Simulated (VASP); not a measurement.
# Au (Pm-3m) in VASP: a series of runs

The runs below take Au through single point, with PBE.

All numbers are computed with VASP 6.6.1; they aren't measurements. Logs are shortened: lines on timing, memory, paths and dates and some standing lists are left out, and cuts for length are marked.

### Step 1. The cell of the first run

Symmetry: Pm-3m, No. 221, cubic system. The conventional cell has a = 2.692 Å, b = 2.692 Å, c = 2.692 Å, α = 90.00°, β = 90.00°, γ = 90.00°. Au (site symmetry m-3m) has 6 Au at 2.69 Å within 3.5 Å.

### Step 2. Single point, PBE

INCAR reads:

```
ALGO = Fast ; EDIFF = 1E-7
ENCUT = 520 ; GGA = PE
ISIF = 2 ; ISMEAR = -1
LASPH = True ; LCHARG = False
LREAL = False ; LWAVE = False
NBANDS = 12 ; NELM = 60
PREC = Accurate ; SIGMA = 0.05
```

KPOINTS reads:

```
k-points
0
Gamma
  10 10 10
```

POSCAR reads:

```
Au
1.0
    2.6923042571      0.0000000000      0.0000000000
    0.0000000000      2.6923042571      0.0000000000
    0.0000000000      0.0000000000      2.6923042571
Au
1
Direct
    0.5000000000      0.5000000000      0.5000000000
```

Potentials or basis: VASP PAW PBE potentials, release 64 (Au).

Command:

```bash
$ cat potpaw_PBE.64/Au/POTCAR > POTCAR
$ mpirun -np 1 vasp_std > vasp.out
```

OUTCAR:

```text
EDIFF = 1E-7
   ENCUT = 520
   GGA = PE
   ISIF = 2
   ISMEAR = -1
   LASPH = True
   LREAL = False
   NELM = 60
   PREC = Accurate

 ion  position               nearest neighbor table
   1  0.500  0.500  0.500-

  LATTYP: Found a simple cubic cell.
 ALAT       =     2.6923042571

  Lattice vectors:

 A1 = (   2.6923042571,   0.0000000000,   0.0000000000)
 A2 = (   0.0000000000,   2.6923042571,   0.0000000000)
 A3 = (   0.0000000000,   0.0000000000,   2.6923042571)

Analysis of symmetry for initial positions (statically):
=====================================================================
 Subroutine PRICEL returns:
 Original cell was already a primitive cell.

 Routine SETGRP: Setting up the symmetry group for a
 simple cubic supercell.

 Subroutine GETGRP returns: Found 48 space group operations
[... 9 lines left out ...]

 Routine SETGRP: Setting up the symmetry group for a
 simple cubic supercell.

 Subroutine GETGRP returns: Found 48 space group operations
[... 11 lines left out ...]
                                     Primitive cell

  volume of cell :      19.5152

  direct lattice vectors                    reciprocal lattice vectors
     2.692304257  0.000000000  0.000000000     0.371429045  0.000000000  0.000000000
     0.000000000  2.692304257  0.000000000     0.000000000  0.371429045  0.000000000
     0.000000000  0.000000000  2.692304257     0.000000000  0.000000000  0.371429045

  length of vectors
     2.692304257  2.692304257  2.692304257     0.371429045  0.371429045  0.371429045

  position of ions in fractional coordinates (direct lattice)
     0.500000000  0.500000000  0.500000000

  ion indices of the primitive-cell ions
   primitive index   ion index
                 1           1

----------------------------------------------------------------------------------------

 KPOINTS: k-points

Automatic generation of k-mesh.
 Grid dimensions read from file:
 generate k-points for:   10   10   10

 Generating k-lattice:

  Cartesian coordinates                     Fractional coordinates (reciprocal lattice)
     0.037142905  0.000000000  0.000000000     0.100000000  0.000000000  0.000000000
     0.000000000  0.037142905  0.000000000     0.000000000  0.100000000  0.000000000
     0.000000000  0.000000000  0.037142905     0.000000000  0.000000000  0.100000000

  Length of vectors
     0.037142905  0.037142905  0.037142905

  Shift w.r.t. Gamma in fractional coordinates (k-lattice)
     0.000000000  0.000000000  0.000000000

 Subroutine IBZKPT returns following result:
 ===========================================

 Found     56 irreducible k-points:

 Following reciprocal coordinates:
            Coordinates               Weight
  0.000000  0.000000  0.000000      1.000000
  0.100000  0.000000  0.000000      6.000000
  0.200000  0.000000  0.000000      6.000000
  0.300000  0.000000  0.000000      6.000000
  0.400000  0.000000  0.000000      6.000000
  0.500000  0.000000  0.000000      3.000000
[... 16 lines left out ...]
  0.200000  0.100000  0.100000     24.000000
  0.300000  0.100000  0.100000     24.000000
 [... further k-points ...]
   k-points           NKPTS =     56   k-points in BZ     NKDIM =     56   number of bands    NBANDS=     12
   number of dos      NEDOS =    301   number of ions     NIONS =      1
   total plane-waves  NPLWV =   8000
   dimension x,y,z NGX =    20 NGY =   20 NGZ =   20
   dimension x,y,z NGXF=    40 NGYF=   40 NGZF=   40
   ions per type =               1
   NGX,Y,Z   is equivalent  to a cutoff of  12.35, 12.35, 12.35 a.u.
   NGXF,Y,Z  is equivalent  to a cutoff of  24.70, 24.70, 24.70 a.u.
 SYSTEM =  unknown system
   PREC   = accura    normal or accurate (medium, high low for compatibility)
   ISTART =      0    job   : 0-new  1-cont  2-samecut
   ICHARG =      2    charge: 1-file 2-atom 10-const
   ISPIN  =      1    spin polarized calculation?
   LNONCOLLINEAR =      F non collinear calculations
   LSORBIT =      F    spin-orbit coupling
   LASPH  =      T    aspherical Exc in radial PAW
   ENCUT  =  520.0 eV  38.22 Ry    6.18 a.u.   5.01  5.01  5.01*2*pi/ulx,y,z
   NELM   =     60;   NELMIN=  2; NELMDL= -5     # of ELM steps
   EDIFF  = 0.1E-06   stopping-criterion for ELM
   LREAL  =      F    real-space projection
   EDIFFG = 0.1E-05   stopping-criterion for IOM
   NSW    =      0    number of steps for IOM
   IBRION =     -1    ionic relax: 0-MD 1-quasi-New 2-CG
   NFREE  =      0    steps in history (QN), initial steepest desc. (CG)
   ISIF   =      2    stress and relaxation
   ISYM   =      2    0-nonsym 1-usesym 2-fastsym
   POTIM  = 0.5000    time-step for ionic-motion
   TEBEG  =    0.0;   TEEND  =   0.0 temperature during run
   PSTRESS=    0.0 pullay stress
   NELECT =      11.0000    total number of electrons
   NUPDOWN=      -1.0000    fix difference up-down
   EMIN   =  10.00;   EMAX   =-10.00  energy-range for DOS
   EFERMI =   0.00;   METHOD = LEGACY
   ISMEAR =    -1;   SIGMA  =   0.05  broadening in eV -4-tet -1-fermi 0-gaus
   EFERMI_NEDOS =   21; number of points for ismear=-14 and -15
   IALGO  =     68    algorithm
   IMIX   =      4    mixing-type and parameters
     AMIX     =   0.40;   BMIX     =  1.00
     AMIX_MAG =   1.60;   BMIX_MAG =  1.00
  volume/ion in A,a.u.               =      19.52       131.69
  Fermi-wavevector in a.u.,A,eV,Ry     =   1.352327  2.555527 24.882161  1.828787
  Thomas-Fermi vector in A             =   2.479675
   LORBIT       =      0    0 simple, 1 ext, 2 COOP (PROOUT), +10 PAW based schemes
   GGA     = PE    functional components
   LHFCALC =     F    Hartree Fock is set to
   AEXX    =    0.0000 exact exchange contribution
   IVDW    =     0    specifies the selected vdW correction
   LEPSILON=     F    determine dielectric tensor
   LRPA    =     F    only Hartree local field effects (RPA)
 non-spin polarized calculation
 RMM-DIIS sequential band-by-band and
  energy-cutoff  :      520.00
  volume of cell :       19.52
 maximum number of plane-waves:       552
   NGX = 11   NGY = 11   NGZ = 11

 number of electron      11.0000001 magnetization

 Free energy of the ion-electron system (eV)
  ---------------------------------------------------
  ext. energy  EPLUGINS =         0.00000000
  ---------------------------------------------------
[... 32 lines left out ...]
      5       5.4996      2.00000
      6       5.6899      2.00000
      7      19.5060      0.00000
      8      21.7178      0.00000
      9      21.7178      0.00000
     10      27.2379      0.00000
     11      28.0042      0.00000
     12      30.2135      0.00000

 k-point     3 :       0.2000    0.0000    0.0000
  band No.  band energies     occupation
      1      -0.2888      2.00000
      2       1.2155      2.00000
      3       1.9780      2.00000
      4       5.0673      2.00000
      5       5.0673      2.00000
      6       5.7273      2.00000
      7      16.5342      0.00000
      8      22.8530      0.00000
      9      22.8530      0.00000
     10      26.3377      0.00000
     11      27.4754      0.00000
     12      33.7637      0.00000

 k-point     4 :       0.3000    0.0000    0.0000
  band No.  band energies     occupation
      1       0.3802      2.00000
      2       1.3506      2.00000
      3       3.2959      2.00000
      4       4.5805      2.00000
      5       4.5805      2.00000
      6       5.7741      2.00000
      7      13.6159      0.00000
      8      24.3984      0.00000
      9      24.3984      0.00000
     10      24.8491      0.00000
     11      27.0952      0.00000
     12      34.3246      0.00000

 k-point     5 :       0.4000    0.0000    0.0000
  band No.  band energies     occupation
      1       0.8543      2.00000
      2       1.4632      2.00000
      3       4.2176      2.00000
      4       4.2176      2.00000
      5       5.1083      2.00000
      6       5.8122      2.00000
      7      10.9877      0.00000
      8      23.8636      0.00000
      9      25.9303      0.00000
     10      25.9303      0.00000
     11      26.3094      0.00000
     12      33.2249      0.00000

 k-point     6 :       0.5000    0.0000    0.0000
  band No.  band energies     occupation
      1       1.0267      2.00000
      2       1.5071      2.00000
      3       4.0853      2.00000
      4       4.0853      2.00000
      5       5.8268      2.00000
      6       6.4251      2.00000
      7       9.4359      0.00000
      8      23.5207      0.00000
      9      25.8819      0.00000
     10      26.6776      0.00000
     11      26.6776      0.00000
     12      32.5424      0.00000

 k-point     7 :       0.1000    0.1000    0.0000
  band No.  band energies     occupation
      1      -0.6548      2.00000
      2       1.2384      2.00000
      3       1.3943      2.00000
      4       5.3157      2.00000
      5       5.4910      2.00000
      6       5.5403      2.00000
      7      19.6227      0.00000
      8      20.1570      0.00000
      9      22.1424      0.00000
     10      27.4982      0.00000
     11      29.3666      0.00000
     12      29.8614      0.00000

 k-point     8 :       0.2000    0.1000    0.0000
  band No.  band energies     occupation
      1      -0.0318      2.00000
      2       1.3845      2.00000
      3       2.0403      2.00000
      4       4.8767      2.00000
      5       5.0843      2.00000
      6       5.5608      2.00000
      7      16.8734      0.00000
      8      20.8551      0.00000
      9      23.2898      0.00000
     10      26.5238      0.00000
     11      29.2355      0.00000
     12      32.5454      0.00000
[... 166 lines left out ...]
 k-point    20 :       0.5000    0.4000    0.0000
  band No.  band energies     occupation
      1       1.2803      2.00000
      2       1.8363      2.00000
      3       4.3404      2.00000
      4       4.4923      2.00000
      5       6.1359      2.00000
      6      10.2868      0.00000
      7      10.5147      0.00000
      8      15.7887      0.00000
      9      19.4959      0.00000
     10      27.4301      0.00000
     11      28.5921      0.00000
     12      29.9680      0.00000

 k-point    21 :       0.5000    0.5000    0.0000
  band No.  band energies     occupation
      1       1.1011      2.00000
      2       1.8958      2.00000
      3       4.3683      2.00000
      4       4.3683      2.00000
      5       6.9372      1.90658
      6      10.9422      0.00000
      7      10.9422      0.00000
      8      14.0909      0.00000
      9      18.9173      0.00000
     10      27.9274      0.00000
     11      27.9274      0.00000
     12      29.7294      0.00000

 k-point    22 :       0.1000    0.1000    0.1000
  band No.  band energies     occupation
      1      -0.3922      2.00000
      2       1.4338      2.00000
      3       1.4338      2.00000
      4       5.2965      2.00000
      5       5.3525      2.00000
      6       5.3525      2.00000
      7      19.7236      0.00000
      8      20.5466      0.00000
      9      20.5466      0.00000
     10      29.0932      0.00000
     11      29.0932      0.00000
     12      30.0314      0.00000

 k-point    23 :       0.2000    0.1000    0.1000
  band No.  band energies     occupation
      1       0.2433      2.00000
      2       1.5402      2.00000
      3       2.0956      2.00000
      4       4.8920      2.00000
      5       4.9042      2.00000
      6       5.3839      2.00000
      7      17.2079      0.00000
      8      20.9204      0.00000
      9      21.5548      0.00000
     10      27.6245      0.00000
     11      30.1171      0.00000
     12      31.9833      0.00000

 k-point    24 :       0.3000    0.1000    0.1000
  band No.  band energies     occupation
      1       0.8981      2.00000
      2       1.6785      2.00000
      3       3.1757      2.00000
      4       4.3720      2.00000
      5       4.6999      2.00000
      6       5.4413      2.00000
      7      14.2420      0.00000
      8      22.0655      0.00000
      9      22.7546      0.00000
     10      26.4011      0.00000
     11      29.3093      0.00000
     12      31.8835      0.00000

 [... further k-points ...]

------------------------ aborting loop because EDIFF is reached ----------------------------------------

  FORCE on cell =-STRESS in cart. coord.  units (eV):
  Direction    XX          YY          ZZ          XY          YZ          ZX
  --------------------------------------------------------------------------------------
  -------------------------------------------------------------------------------------
  Total        0.9159184      0.9159184      0.9159184     -0.0000000      0.0000000     -0.0000000
  in kB       75.1960337     75.1960337     75.1960337     -0.0000000      0.0000000     -0.0000000
  external PRESSURE =      75.1960337 kB  Pullay stress =       0.0000000 kB

 VOLUME and BASIS-vectors are now :
 -----------------------------------------------------------------------------
  energy-cutoff  :      520.00
  volume of cell :       19.52
      direct lattice vectors                 reciprocal lattice vectors
     2.692304257  0.000000000  0.000000000     0.371429045  0.000000000  0.000000000
     0.000000000  2.692304257  0.000000000     0.000000000  0.371429045  0.000000000
     0.000000000  0.000000000  2.692304257     0.000000000  0.000000000  0.371429045

 POSITION                                       TOTAL-FORCE (eV/Angst)
 -----------------------------------------------------------------------------------
      1.34615      1.34615      1.34615         0.000000      0.000000      0.000000
 -----------------------------------------------------------------------------------
    total drift:                               -0.000000      0.000000     -0.000000

  FREE ENERGIE OF THE ION-ELECTRON SYSTEM (eV)
  ---------------------------------------------------
  free  energy   TOTEN  =        -2.9842246021 eV

  energy  without entropy=       -2.9800873983  energy(sigma->0) =       -2.98215600
```

Run time: 5.3 s. Hardware: 1 thread of AMD EPYC 9R45 (Zen 5), shared host; peak memory 0.1 GiB.

Results:

| Quantity | Value |
| --- | --- |
| Free energy | -2.9842 eV |
| Pressure | 7.5 GPa |

Caveat: spin-orbit coupling is left out, which moves the levels of the heavy elements.

### Step 3. Single point, PBE

This run uses another cell than the first one, of 19.93 Å³/atom, 1.021 times its volume.

INCAR reads:

```
PREC = Accurate
ENCUT = 520
EDIFF = 1E-6
ISMEAR = -1
SIGMA = 0.05
LREAL = F
LASPH = T
NELM = 100
ALGO = Normal
ISIF = 2
LWAVE = F
LCHARG = T
GGA = PE
LELF = T
LVHAR = T
NBANDS = 12
```

KPOINTS reads:

```
Automatic mesh
0
Gamma
  10 10 10
```

POSCAR reads:

```
Au
1.0
    2.7112647709      0.0000000000      0.0000000000
    0.0000000000      2.7112647709      0.0000000000
    0.0000000000      0.0000000000      2.7112647709
Au
1
Direct
    0.5000000000      0.5000000000      0.5000000000
```

Potentials or basis: VASP PAW PBE potentials, release 64 (Au).

Command:

```bash
$ cat potpaw_PBE.64/Au/POTCAR > POTCAR
$ mpirun -np 1 vasp_std > vasp.out
```

Wall time 4.3 s (1 thread of AMD EPYC 9R45 (Zen 5), shared host); peak memory 0.1 GiB.

It converged, with:

* Free energy: -3.0004 eV
* Pressure: 4.8 GPa

Levels at points of the mesh, in eV from the Fermi level:
```
           k point  band 3  band 4  band 5  band 6  band 7  band 8
(0.00, 0.00, 0.00)   -5.87   -1.42   -1.42   -1.42   14.08   14.08
(0.50, 0.00, 0.00)   -2.95   -2.95   -1.28   -0.58    2.24   16.40
(0.50, 0.50, 0.00)   -2.68   -2.68   -0.20    3.85    3.85    6.78
(0.50, 0.50, 0.50)   -5.11   -0.10   -0.10    8.62    8.62    8.62
```

Caveat: spin-orbit coupling is left out, which moves the levels of the heavy elements.

### Step 4. Single point, PBE

This run uses another cell than the first one, of 20.35 Å³/atom, 1.043 times its volume.

INCAR reads:

```
PREC = Accurate
ENCUT = 520
EDIFF = 1E-7
ISMEAR = -1
SIGMA = 0.05
LREAL = False
LASPH = True
NELM = 60
ALGO = Fast
ISIF = 2
LWAVE = False
LCHARG = True
GGA = PE
LELF = True
LVHAR = True
NBANDS = 12
```

KPOINTS is that of step 3.

POSCAR reads:

```
Au
1.0
    2.7299637395      0.0000000000      0.0000000000
    0.0000000000      2.7299637395      0.0000000000
    0.0000000000      0.0000000000      2.7299637395
Au
1
Direct
    0.5000000000      0.5000000000      0.5000000000
```

Command:

```bash
$ cat potpaw_PBE.64/Au/POTCAR > POTCAR
$ mpirun -np 1 vasp_std > vasp.out
```

Wall time 5.8 s (1 thread of AMD EPYC 9R45 (Zen 5), shared host); peak memory 0.1 GiB.

The run converged. Its results:

| Property | Result |
| --- | --- |
| Free energy | -3.0098 eV |
| Pressure | 2.3 GPa |

Levels at points of the mesh, in eV from the Fermi level:
| k point | band 1 | band 2 | band 3 | band 4 | band 5 | band 6 | band 7 | band 8 | band 9 | band 10 |
| --- | --- | --- | --- | --- | --- | --- | --- | --- | --- | --- |
| (0.00, 0.00, 0.00) | -7.91 | -5.73 | -5.73 | -1.43 | -1.43 | -1.43 | 13.95 | 13.95 | 13.95 | 18.86 |
| (0.50, 0.00, 0.00) | -5.80 | -5.33 | -2.91 | -2.91 | -1.29 | -0.50 | 2.14 | 16.36 | 18.54 | 19.15 |
| (0.50, 0.50, 0.00) | -5.68 | -4.97 | -2.65 | -2.65 | -0.26 | 3.84 | 3.84 | 6.57 | 11.57 | 20.60 |
| (0.50, 0.50, 0.50) | -4.99 | -4.99 | -4.99 | -0.16 | -0.16 | 8.51 | 8.51 | 8.51 | 10.14 | 12.47 |

Caveat: spin-orbit coupling is left out, which moves the levels of the heavy elements.

### Step 5. Single point, PBE

This run uses another cell than the first one, of 20.76 Å³/atom, 1.064 times its volume.

INCAR reads:

```
PREC = Accurate
ENCUT = 520
EDIFF = 1E-6
ISMEAR = -1
SIGMA = 0.05
LREAL = F
LASPH = T
NELM = 100
ALGO = Normal
ISIF = 2
LWAVE = F
LCHARG = F
GGA = PE
NBANDS = 12
```

KPOINTS is that of step 4.

POSCAR reads:

```
Au
1.0
    2.7484100000      0.0000000000      0.0000000000
    0.0000000000      2.7484100000      0.0000000000
    0.0000000000      0.0000000000      2.7484100000
Au
1
Direct
    0.5000000000      0.5000000000      0.5000000000
```

Command:

```bash
$ cat potpaw_PBE.64/Au/POTCAR > POTCAR
$ mpirun -np 1 vasp_std > vasp.out
```

Wall time 4.3 s (1 thread of AMD EPYC 9R45 (Zen 5), shared host); peak memory 0.1 GiB.

Results (log left out):

```
Free energy : -3.0131 eV
Pressure    : 0.1 GPa
```

Levels at points of the mesh, in eV from the Fermi level:
```tsv
k point	band 3	band 4	band 5	band 6	band 7	band 8
(0.00, 0.00, 0.00)	-5.60	-1.44	-1.44	-1.44	13.83	13.83
(0.50, 0.00, 0.00)	-2.86	-2.86	-1.31	-0.42	2.04	16.32
(0.50, 0.50, 0.00)	-2.61	-2.61	-0.30	3.84	3.84	6.37
(0.50, 0.50, 0.50)	-4.87	-0.21	-0.21	8.40	8.40	8.40
```

Caveat: spin-orbit coupling is left out, which moves the levels of the heavy elements.

### Step 6. Single point, PBE

This run uses another cell than the first one, of 21.18 Å³/atom, 1.085 times its volume.

INCAR reads:

```
SYSTEM = Au
  ALGO = Normal
  EDIFF = 1E-6
  ENCUT = 520
  GGA = PE
  ISIF = 2
  ISMEAR = -1
  LASPH = .TRUE.
  LCHARG = .FALSE.
  LREAL = .FALSE.
  LWAVE = .FALSE.
  NBANDS = 12
  NELM = 100
  PREC = Accurate
  SIGMA = 0.05
```

KPOINTS reads:

```
k-points
0
G
  10 10 10
  0 0 0
```

POSCAR reads:

```
Au
1.0
    2.7666119212      0.0000000000      0.0000000000
    0.0000000000      2.7666119212      0.0000000000
    0.0000000000      0.0000000000      2.7666119212
Au
1
Direct
    0.5000000000      0.5000000000      0.5000000000
```

Potentials or basis: VASP PAW PBE potentials, release 64 (Au).

Command:

```bash
$ cat potpaw_PBE.64/Au/POTCAR > POTCAR
$ mpirun -np 1 vasp_std > vasp.out
```

Run time: 5.9 s. Hardware: 1 thread of AMD EPYC 9R45 (Zen 5), shared host; peak memory 0.11 GiB.

It converged, with:

```yaml
Free_energy: -3.0109 eV
Pressure: -1.9 GPa
```

Levels at points of the mesh, in eV from the Fermi level:
```csv
k point,band 2,band 3,band 4,band 5,band 6,band 7,band 8,band 9
"(0.00, 0.00, 0.00)",-5.47,-5.47,-1.45,-1.45,-1.45,13.72,13.72,13.72
"(0.50, 0.00, 0.00)",-5.09,-2.81,-2.81,-1.32,-0.34,1.95,16.29,18.31
"(0.50, 0.50, 0.00)",-4.77,-2.57,-2.57,-0.35,3.84,3.84,6.18,11.33
"(0.50, 0.50, 0.50)",-4.76,-4.76,-0.26,-0.26,8.31,8.31,8.31,10.20
```

Caveat: spin-orbit coupling is left out, which moves the levels of the heavy elements.

### Step 7. Summary

| cell | gap on the mesh (eV) | pressure (GPa) |
| --- | --- | --- |
| a = 2.692 Å, 1 atom | none | 7.5 |
| a = 2.711 Å, 1 atom | none | 4.8 |
| a = 2.730 Å, 1 atom | none | 2.3 |
| a = 2.748 Å, 1 atom | none | 0.1 |
| a = 2.767 Å, 1 atom | none | -1.9 |

Alike in all rows: task single point; level PBE; potentials or basis VASP PAW PBE potentials, release 64 (Au); no spin polarisation; k mesh 10 × 10 × 10; cutoff (eV) 520; smearing fermi-dirac 0.05 eV.

Caveats: spin-orbit coupling is left out, which moves the levels of the heavy elements.

Absolute energies hang on the potentials; compare differences alone.
